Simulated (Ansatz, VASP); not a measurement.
Sr in VASP and in Ansatz

INCAR

```
SYSTEM = Sr
  ALGO = Normal
  EDIFF = 1E-6
  ENCUT = 520
  GGA = PE
  ISIF = 2
  ISMEAR = -1
  LASPH = .TRUE.
  LCHARG = .FALSE.
  LREAL = .FALSE.
  LWAVE = .FALSE.
  NBANDS = 17
  NELM = 100
  PREC = Accurate
  SIGMA = 0.03
```

The input KPOINTS:

```
k-points
0
G
  9 9 5
  0 0 0
```

The input POSCAR:

```
Sr
1.0
    4.3100002207      0.0000000000      0.0000000000
   -2.1550001104      3.7325696814      0.0000000000
    0.0000000000      0.0000000000      7.0500000000
Sr
2
Direct
    0.3333333333      0.6666666667      0.2500000000
    0.6666666667      0.3333333333      0.7500000000
```

Input for Ansatz:

```yaml
crystal:
  lattice:
    - [4.3100002207, 0.0, 0.0]
    - [-2.1550001104, 3.7325696814, 0.0]
    - [0.0, 0.0, 7.05]
  atoms:
    - { symbol: Sr, position: [0.3333333333, 0.6666666667, 0.25] }
    - { symbol: Sr, position: [0.6666666667, 0.3333333333, 0.75] }
kpoints:
  mp_grid: { grid: [9, 9, 5] }
scf:
  occupations: { method: fermi_dirac, width: 0.03 }
hamiltonian:
  xc: pbe
  pseudopotentials: { kind: all_electron, lapw: { basis_error: 0.03 } }
output:
  forces: true
  stress: true
  eigenvalues: true
```

Alike in both runs: task single point; functional PBE; k mesh 9 × 9 × 5; occupations fermi-dirac, width 0.03 eV; no spin polarisation.

```csv
,VASP,Ansatz
version,VASP 6.6.1,Ansatz 0.2.0
potentials or method,"VASP PAW PBE potentials, release 64 (Sr_sv), cutoff 520 eV","all-electron LAPW, scalar-relativistic"
```

VASP gave:

```
pressure (GPa)                                                : -0.2
traceless stress, the component that is largest in VASP (GPa) : 0.08
```

Question: Which values does Ansatz return?

Answer: Pressure (GPa): -0.2; traceless stress, the component that is largest in VASP (GPa): 0.09.

Ansatz ran all-electron here, and VASP with PAW potentials.
